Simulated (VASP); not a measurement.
# F (C2/c) in VASP: a series of runs

F is run at these levels: PBEsol; tasks: single point.

Program: VASP 6.6.1. These are calculated values, not measurements. Logs are shortened: lines on timing, memory, paths and dates and some standing lists are left out, and cuts for length are marked.

### 1 The cell of the first run

The structure is monoclinic, space group C2/c (No. 15). The conventional cell has a = 6.031 Å, b = 3.577 Å, c = 6.788 Å, α = 90.00°, β = 96.65°, γ = 90.00°. Within 1.9 Å of F (site symmetry 1) lie 1 F at 1.40 Å.

### 2 Single point, PBEsol

INCAR

```
PREC = Accurate
ENCUT = 520
EDIFF = 1E-6
ISMEAR = 0
SIGMA = 0.02
LREAL = F
LASPH = T
NELM = 100
ALGO = Normal
ISIF = 2
LWAVE = F
LCHARG = F
GGA = PS
NBANDS = 22
```

KPOINTS

```
Automatic mesh
0
Gamma
  8 8 4
```

POSCAR

```
F
1.0
    3.0099985031     -1.7886620590      0.1836766108
    3.0099985031      1.7886620590      0.1836766108
   -1.1950650095      0.0000000000      6.6816981480
F
4
Direct
    0.9211024913      0.5858463638      0.0939992909
    0.4141536362      0.0788975087      0.4060007091
    0.0788975087      0.4141536362      0.9060007091
    0.5858463638      0.9211024913      0.5939992909
```

Potentials or basis: VASP PAW PBE potentials, release 64 (F).

Command:

```sh
$ cat potpaw_PBE.64/F/POTCAR > POTCAR
$ mpirun -np 1 vasp_std > vasp.out
```

OUTCAR:

```text
PREC = Accurate
   ENCUT = 520
   EDIFF = 1E-6
   ISMEAR = 0
   LREAL = F
   LASPH = T
   NELM = 100
   ISIF = 2
   GGA = PS

 ion  position               nearest neighbor table
   1  0.921  0.586  0.094-   3 1.40
   2  0.414  0.079  0.406-   4 1.40
   3  0.079  0.414  0.906-   1 1.40
   4  0.586  0.921  0.594-   2 1.40

  LATTYP: Found a base centered monoclinic cell.
 ALAT       =     6.0311949350
 B/A-ratio  =     0.5931368753
 C/A-ratio  =     1.1254369128
 COS(beta)  =    -0.1157782656

  Lattice vectors:

 A1 = (   3.0099985031,  -1.7886620590,   0.1836766108)
 A2 = (   3.0099985031,   1.7886620590,   0.1836766108)
 A3 = (  -1.1950650095,   0.0000000000,   6.6816981480)

Analysis of symmetry for initial positions (statically):
=====================================================================
 Subroutine PRICEL returns:
 Original cell was already a primitive cell.

 Routine SETGRP: Setting up the symmetry group for a
 base centered monoclinic supercell.

 Subroutine GETGRP returns: Found  4 space group operations
 (whereof  2 operations were pure point group operations)
 out of a pool of  4 trial point group operations.

The static configuration has the point symmetry S_2 .
 The point group associated with its full space group is C_2h.

Analysis of symmetry for dynamics (positions and initial velocities):
=====================================================================
 Subroutine PRICEL returns:
 Original cell was already a primitive cell.

 Routine SETGRP: Setting up the symmetry group for a
 base centered monoclinic supercell.

 Subroutine GETGRP returns: Found  4 space group operations
 (whereof  2 operations were pure point group operations)
 out of a pool of  4 trial point group operations.

The dynamic configuration has the point symmetry S_2 .
 The point group associated with its full space group is C_2h.

 Subroutine INISYM returns: Found  4 space group operations
 (whereof  2 operations are pure point group operations),
 and found     1 'primitive' translations

----------------------------------------------------------------------------------------

                                     Primitive cell

  volume of cell :      72.7320

  direct lattice vectors                    reciprocal lattice vectors
     3.009998503 -1.788662059  0.183676611     0.164319621 -0.279538551  0.029389629
     3.009998503  1.788662059  0.183676611     0.164319621  0.279538551  0.029389629
    -1.195065009  0.000000000  6.681698148    -0.009034132  0.000000000  0.148046739

  length of vectors
     3.506157448  3.506157448  6.787729408     0.325586378  0.325586378  0.148322124

  position of ions in fractional coordinates (direct lattice)
     0.921102491  0.585846364  0.093999291
     0.414153636  0.078897509  0.406000709
     0.078897509  0.414153636  0.906000709
     0.585846364  0.921102491  0.593999291

  ion indices of the primitive-cell ions
   primitive index   ion index
                 1           1
                 2           2
                 3           3
                 4           4

----------------------------------------------------------------------------------------

 KPOINTS: Automatic mesh

Automatic generation of k-mesh.
 Grid dimensions read from file:
 generate k-points for:    8    8    4

 Generating k-lattice:

  Cartesian coordinates                     Fractional coordinates (reciprocal lattice)
     0.020539953 -0.034942319  0.003673704     0.125000000  0.000000000  0.000000000
     0.020539953  0.034942319  0.003673704     0.000000000  0.125000000  0.000000000
    -0.002258533  0.000000000  0.037011685    -0.000000000 -0.000000000  0.250000000

  Length of vectors
     0.040698297  0.040698297  0.037080531

  Shift w.r.t. Gamma in fractional coordinates (k-lattice)
     0.000000000  0.000000000  0.000000000

 Subroutine IBZKPT returns following result:
 ===========================================

 Found     78 irreducible k-points:

 Following reciprocal coordinates:
            Coordinates               Weight
  0.000000  0.000000  0.000000      1.000000
  0.125000 -0.000000 -0.000000      4.000000
  0.250000 -0.000000 -0.000000      4.000000
  0.375000 -0.000000 -0.000000      4.000000
  0.500000 -0.000000 -0.000000      2.000000
  0.125000  0.125000 -0.000000      2.000000
[... 16 lines left out ...]
  0.125000 -0.000000  0.250000      4.000000
  0.250000 -0.000000  0.250000      4.000000
 [... further k-points ...]
   k-points           NKPTS =     78   k-points in BZ     NKDIM =     78   number of bands    NBANDS=     22
   number of dos      NEDOS =    301   number of ions     NIONS =      4
   total plane-waves  NPLWV =  39200
   dimension x,y,z NGX =    28 NGY =   28 NGZ =   50
   dimension x,y,z NGXF=    56 NGYF=   56 NGZF=  100
   ions per type =               4
   NGX,Y,Z   is equivalent  to a cutoff of  13.28, 13.28, 12.25 a.u.
   NGXF,Y,Z  is equivalent  to a cutoff of  26.55, 26.55, 24.49 a.u.
 SYSTEM =  unknown system
   PREC   = accura    normal or accurate (medium, high low for compatibility)
   ISTART =      0    job   : 0-new  1-cont  2-samecut
   ICHARG =      2    charge: 1-file 2-atom 10-const
   ISPIN  =      1    spin polarized calculation?
   LNONCOLLINEAR =      F non collinear calculations
   LSORBIT =      F    spin-orbit coupling
   LASPH  =      T    aspherical Exc in radial PAW
   ENCUT  =  520.0 eV  38.22 Ry    6.18 a.u.   6.52  6.52 12.62*2*pi/ulx,y,z
   NELM   =    100;   NELMIN=  2; NELMDL= -5     # of ELM steps
   EDIFF  = 0.1E-05   stopping-criterion for ELM
   LREAL  =      F    real-space projection
   EDIFFG = 0.1E-04   stopping-criterion for IOM
   NSW    =      0    number of steps for IOM
   IBRION =     -1    ionic relax: 0-MD 1-quasi-New 2-CG
   NFREE  =      0    steps in history (QN), initial steepest desc. (CG)
   ISIF   =      2    stress and relaxation
   ISYM   =      2    0-nonsym 1-usesym 2-fastsym
   POTIM  = 0.5000    time-step for ionic-motion
   TEBEG  =    0.0;   TEEND  =   0.0 temperature during run
   PSTRESS=    0.0 pullay stress
   NELECT =      28.0000    total number of electrons
   NUPDOWN=      -1.0000    fix difference up-down
   EMIN   =  10.00;   EMAX   =-10.00  energy-range for DOS
   EFERMI =   0.00;   METHOD = LEGACY
   ISMEAR =     0;   SIGMA  =   0.02  broadening in eV -4-tet -1-fermi 0-gaus
   EFERMI_NEDOS =   21; number of points for ismear=-14 and -15
   IALGO  =     38    algorithm
   IMIX   =      4    mixing-type and parameters
     AMIX     =   0.40;   BMIX     =  1.00
     AMIX_MAG =   1.60;   BMIX_MAG =  1.00
  volume/ion in A,a.u.               =      18.18       122.70
  Fermi-wavevector in a.u.,A,eV,Ry     =   1.190928  2.250528 19.297281  1.418310
  Thomas-Fermi vector in A             =   2.327002
   LORBIT       =      0    0 simple, 1 ext, 2 COOP (PROOUT), +10 PAW based schemes
   GGA     = PS    functional components
   LHFCALC =     F    Hartree Fock is set to
   AEXX    =    0.0000 exact exchange contribution
   IVDW    =     0    specifies the selected vdW correction
   LEPSILON=     F    determine dielectric tensor
   LRPA    =     F    only Hartree local field effects (RPA)
 non-spin polarized calculation
 Gauss-broadening in eV      SIGMA  =   0.02
  energy-cutoff  :      520.00
  volume of cell :       72.73
 maximum number of plane-waves:      1991
 NGX is ok and might be reduce to    28
   NGX = 13   NGY = 13   NGZ = 25

 number of electron      28.0000003 magnetization

 Free energy of the ion-electron system (eV)
  ---------------------------------------------------
  ext. energy  EPLUGINS =         0.00000000
  ---------------------------------------------------
  free energy    TOTEN  =        -7.80119255 eV

  energy without entropy =       -7.80119255  energy(sigma->0) =       -7.80119255

 E-fermi :  -5.4929     XC(G=0):  -7.0021

 val. band max:       -5.6642324987   @ k =   0.5000   0.5000  -0.0000
 cond. band min:      -2.5727272533   @ k =   0.0000   0.0000   0.0000
 fundamental gap:      3.0915052454
 Fermi energy:        -5.4928827862

 k-point     1 :       0.0000    0.0000    0.0000
  band No.  band energies     occupation
      1     -30.6708      2.00000
      2     -30.5767      2.00000
      3     -24.1039      2.00000
      4     -23.8178      2.00000
      5     -12.2848      2.00000
      6     -11.6651      2.00000
[... 14 lines left out ...]
     21      14.3880      0.00000
     22      14.4842      0.00000

 k-point     2 :       0.1250   -0.0000   -0.0000
  band No.  band energies     occupation
      1     -30.6611      2.00000
      2     -30.5739      2.00000
      3     -24.0924      2.00000
      4     -23.8284      2.00000
      5     -12.2664      2.00000
      6     -11.6889      2.00000
[... 14 lines left out ...]
     21      13.3036      0.00000
     22      14.3280      0.00000

 k-point     3 :       0.2500   -0.0000   -0.0000
  band No.  band energies     occupation
      1     -30.6360      2.00000
      2     -30.5691      2.00000
      3     -24.0604      2.00000
      4     -23.8587      2.00000
      5     -12.2107      2.00000
      6     -11.7590      2.00000
[... 14 lines left out ...]
     21      12.2941      0.00000
     22      12.9429      0.00000

 k-point     4 :       0.3750   -0.0000   -0.0000
  band No.  band energies     occupation
      1     -30.6056      2.00000
      2     -30.5695      2.00000
      3     -24.0133      2.00000
      4     -23.9042      2.00000
      5     -12.1180      2.00000
      6     -11.8679      2.00000
[... 14 lines left out ...]
     21      10.7549      0.00000
     22      11.2610      0.00000

 k-point     5 :       0.5000   -0.0000   -0.0000
  band No.  band energies     occupation
      1     -30.5826      2.00000
      2     -30.5799      2.00000
      3     -23.9619      2.00000
      4     -23.9545      2.00000
      5     -12.0010      2.00000
      6     -11.9923      2.00000
[... 417 lines left out ...]
 k-point    22 :       0.0000    0.0000    0.2500
  band No.  band energies     occupation
      1     -30.6574      2.00000
      2     -30.5906      2.00000
      3     -24.0623      2.00000
      4     -23.8601      2.00000
      5     -12.2002      2.00000
      6     -11.7635      2.00000
[... 14 lines left out ...]
     21      14.5607      0.00000
     22      15.2255      0.00000

 k-point    23 :       0.1250   -0.0000    0.2500
  band No.  band energies     occupation
      1     -30.6480      2.00000
      2     -30.5875      2.00000
      3     -24.0521      2.00000
      4     -23.8694      2.00000
      5     -12.1831      2.00000
      6     -11.7819      2.00000
[... 14 lines left out ...]
     21      12.8525      0.00000
     22      13.9377      0.00000

 k-point    24 :       0.2500   -0.0000    0.2500
  band No.  band energies     occupation
      1     -30.6253      2.00000
      2     -30.5802      2.00000
      3     -24.0280      2.00000
      4     -23.8917      2.00000
      5     -12.1379      2.00000
      6     -11.8292      2.00000
[... 14 lines left out ...]
     21      11.7433      0.00000
     22      12.1357      0.00000

 [... further k-points ...]
[... 5 lines left out ...]
  --------------------------------------------------------------------------------------
  -------------------------------------------------------------------------------------
  Total       -0.2039173     -0.0168013      0.7598064      0.0000000      0.0000000     -0.1310563
  in kB       -4.4919917     -0.3701074     16.7373917      0.0000000      0.0000000     -2.8869741
  external PRESSURE =       3.9584309 kB  Pullay stress =       0.0000000 kB

 VOLUME and BASIS-vectors are now :
 -----------------------------------------------------------------------------
  energy-cutoff  :      520.00
  volume of cell :       72.73
      direct lattice vectors                 reciprocal lattice vectors
     3.009998503 -1.788662059  0.183676611     0.164319621 -0.279538551  0.029389629
     3.009998503  1.788662059  0.183676611     0.164319621  0.279538551  0.029389629
    -1.195065009  0.000000000  6.681698148    -0.009034132  0.000000000  0.148046739

 POSITION                                       TOTAL-FORCE (eV/Angst)
 -----------------------------------------------------------------------------------
      4.42358     -0.59966      0.90487        -0.057443      0.180570      0.389383
      0.99889     -0.59966      2.80334         0.057443      0.180570     -0.389383
      0.40135      0.59966      6.14419         0.057443     -0.180570     -0.389383
      3.82605      0.59966      4.24572        -0.057443     -0.180570      0.389383
 -----------------------------------------------------------------------------------
    total drift:                                0.000000      0.000000     -0.000000

  FREE ENERGIE OF THE ION-ELECTRON SYSTEM (eV)
  ---------------------------------------------------
  free  energy   TOTEN  =        -7.8011925472 eV

  energy  without entropy=       -7.8011925472  energy(sigma->0) =       -7.80119255
```

It took 46 s on 1 thread of Intel Xeon 6975P-C (Granite Rapids), shared host; peak memory 0.22 GiB.

What came out:

```yaml
Free_energy: -7.8012 eV
Pressure: 0.4 GPa
Largest_force: 0.433 eV/Å
Band_gap_on_the_k_mesh: 3.09 eV, indirect (least direct gap 3.10 eV)
```

Forces in eV/Å, atoms in the order of the input:
```
F   -0.057  0.181  0.389
F    0.057  0.181 -0.389
F    0.057 -0.181 -0.389
F   -0.057 -0.181  0.389
```

Stress tensor (GPa, compression positive):
```
-0.45  0.00 -0.29
 0.00 -0.04  0.00
-0.29  0.00  1.67
```

Levels at points of the mesh, in eV from the valence-band top:
```tsv
k point	band 11	band 12	band 13	band 14	band 15	band 16	band 17	band 18
(0.00, 0.00, 0.00)	-0.34	-0.09	-0.06	-0.01	3.09	3.83	8.82	11.44
(0.50, 0.00, 0.00)	-0.26	-0.22	-0.12	-0.08	3.53	3.54	12.76	12.79
(0.50, 0.50, 0.00)	-0.46	-0.39	-0.08	0.00	3.26	3.79	12.45	13.78
(0.00, 0.00, 0.50)	-0.21	-0.21	-0.05	-0.05	3.44	3.44	9.72	9.72
(0.50, 0.00, 0.50)	-0.22	-0.20	-0.09	-0.04	3.50	3.53	13.24	13.29
(0.50, 0.50, 0.50)	-0.26	-0.26	-0.21	-0.21	3.52	3.52	12.96	12.96
```

Caveat: the PAW data sets were made with another functional, which shifts forces and pressure a little. A k mesh can miss the band edges.

### 3 Single point, PBEsol (volume scaled by 1.03, then relaxed in part)

INCAR

```
SYSTEM = F
ALGO = Normal ; EDIFF = 1E-6
ENCUT = 520 ; GGA = PS
ISIF = 2 ; ISMEAR = 0
LASPH = .True. ; LCHARG = .False.
LREAL = .False. ; LWAVE = .False.
NBANDS = 22 ; NELM = 60
PREC = Accurate ; SIGMA = 0.02
```

KPOINTS

```
k-points
0
Gamma
  8 8 4
  0 0 0
```

POSCAR

```
F
1.0
    2.9954621900     -1.7838833773      0.1771174650
    2.9954621900      1.7838833773      0.1771174650
   -1.2194723569      0.0000000000      6.9376462834
F
4
Direct
    0.9345658886      0.5739469964      0.0933218935
    0.4260530036      0.0654341114      0.4066781065
    0.0654341114      0.4260530036      0.9066781065
    0.5739469964      0.9345658886      0.5933218935
```

Potentials or basis: VASP PAW PBE potentials, release 64 (F).

Command:

```sh
$ cat potpaw_PBE.64/F/POTCAR > POTCAR
$ mpirun -np 1 vasp_std > vasp.out
```

Wall time 52 s (1 thread of Intel Xeon 6975P-C (Granite Rapids), shared host); peak memory 0.23 GiB.

The run converged. Its results:

```
Free energy            : -7.7986 eV
Pressure               : 0.3 GPa
Largest force          : 0.433 eV/Å
Band gap on the k mesh : 3.06 eV, direct
```

Forces on the atoms (eV/Å):
```
F   -0.055  0.156  0.401
F    0.055  0.156 -0.401
F    0.055 -0.156 -0.401
F   -0.055 -0.156  0.401
```

Stress tensor (GPa, compression positive):
```
-0.45  0.00 -0.28
 0.00 -0.20  0.00
-0.28  0.00  1.65
```

Levels at points of the mesh, in eV from the valence-band top:
```tsv
k point	band 10	band 11	band 12	band 13	band 14	band 15	band 16	band 17	band 18	band 19
(0.00, 0.00, 0.00)	-3.42	-0.28	-0.07	-0.03	0.00	3.06	3.85	8.73	11.15	12.08
(0.50, 0.00, 0.00)	-3.55	-0.28	-0.25	-0.11	-0.08	3.53	3.54	12.70	12.73	14.60
(0.50, 0.50, 0.00)	-3.50	-0.46	-0.34	-0.10	-0.02	3.24	3.81	12.44	13.60	13.95
(0.00, 0.00, 0.50)	-3.44	-0.16	-0.16	-0.04	-0.04	3.43	3.43	9.57	9.57	14.69
(0.50, 0.00, 0.50)	-3.53	-0.25	-0.22	-0.11	-0.04	3.49	3.53	13.13	13.26	13.31
(0.50, 0.50, 0.50)	-3.58	-0.27	-0.27	-0.19	-0.19	3.52	3.52	12.92	12.92	14.29
```

Caveat: the PAW data sets were made with another functional, which shifts forces and pressure a little. A k mesh can miss the band edges.

### 4 Single point, PBEsol (volume scaled by 1.06, then relaxed in part)

INCAR

```
SYSTEM = F
PREC = Accurate
ENCUT = 520
EDIFF = 1E-6
ISMEAR = 0
SIGMA = 0.02
LREAL = .False.
LASPH = .True.
NELM = 80
ALGO = Normal
ISIF = 2
LWAVE = .False.
LCHARG = .True.
GGA = PS
LELF = .True.
LVHAR = .True.
NBANDS = 22
```

KPOINTS

```
regular mesh
0
Gamma
  8 8 4
  0 0 0
```

POSCAR

```
F
1.0
    3.0374371384     -1.8046613887      0.1874644893
    3.0374371384      1.8046613887      0.1874644893
   -1.2137648676      0.0000000000      6.9574079519
F
4
Direct
    0.9301062642      0.5789100283      0.0919325391
    0.4210899717      0.0698937358      0.4080674609
    0.0698937358      0.4210899717      0.9080674609
    0.5789100283      0.9301062642      0.5919325391
```

Command:

```sh
$ cat potpaw_PBE.64/F/POTCAR > POTCAR
$ mpirun -np 1 vasp_std > vasp.out
```

Wall time 44 s (1 thread of Intel Xeon 6975P-C (Granite Rapids), shared host); peak memory 0.23 GiB.

It converged, with:

```yaml
Free_energy: -7.7980 eV
Pressure: 0.3 GPa
Largest_force: 0.441 eV/Å
Band_gap_on_the_k_mesh: 3.11 eV, direct
```

Forces in eV/Å, atoms in the order of the input:
```
F   -0.054  0.167  0.405
F    0.054  0.167 -0.405
F    0.054 -0.167 -0.405
F   -0.054 -0.167  0.405
```

Stress tensor (GPa, compression positive):
```
-0.46  0.00 -0.25
 0.00 -0.16  0.00
-0.25  0.00  1.55
```

Levels at points of the mesh, in eV from the valence-band top:
```
           k point  band 12  band 13  band 14  band 15  band 16  band 17
(0.00, 0.00, 0.00)    -0.06    -0.04     0.00     3.11     3.85     8.69
(0.50, 0.00, 0.00)    -0.21    -0.09    -0.07     3.55     3.56    12.57
(0.50, 0.50, 0.00)    -0.31    -0.08    -0.01     3.29     3.81    12.29
(0.00, 0.00, 0.50)    -0.16    -0.03    -0.03     3.46     3.46     9.53
(0.50, 0.00, 0.50)    -0.19    -0.09    -0.03     3.52     3.55    13.00
(0.50, 0.50, 0.50)    -0.23    -0.18    -0.18     3.54     3.54    12.78
```

Caveat: the PAW data sets were made with another functional, which shifts forces and pressure a little.

### 5 The runs side by side

| cell | gap on the mesh (eV) | pressure (GPa) | largest force (eV/Å) |
| --- | --- | --- | --- |
| a = 3.506, b = 3.506, c = 6.788 Å, angles 95.7, 95.7, 61.3°, 4 atoms | 3.09 | 0.4 | 0.43 |
| a = 3.491, b = 3.491, c = 7.044 Å, angles 95.7, 95.7, 61.5°, 4 atoms | 3.06 | 0.3 | 0.43 |
| a = 3.538, b = 3.538, c = 7.062 Å, angles 95.5, 95.5, 61.3°, 4 atoms | 3.11 | 0.3 | 0.44 |

Alike in all rows: task single point; level PBEsol; potentials or basis VASP PAW PBE potentials, release 64 (F); no spin polarisation; k mesh 8 × 8 × 4; cutoff (eV) 520; smearing gaussian 0.02 eV.

Caveats: the PAW data sets were made with another functional, which shifts forces and pressure a little.

Total energies depend on the potentials used, so only differences within one code and one set of settings carry meaning.
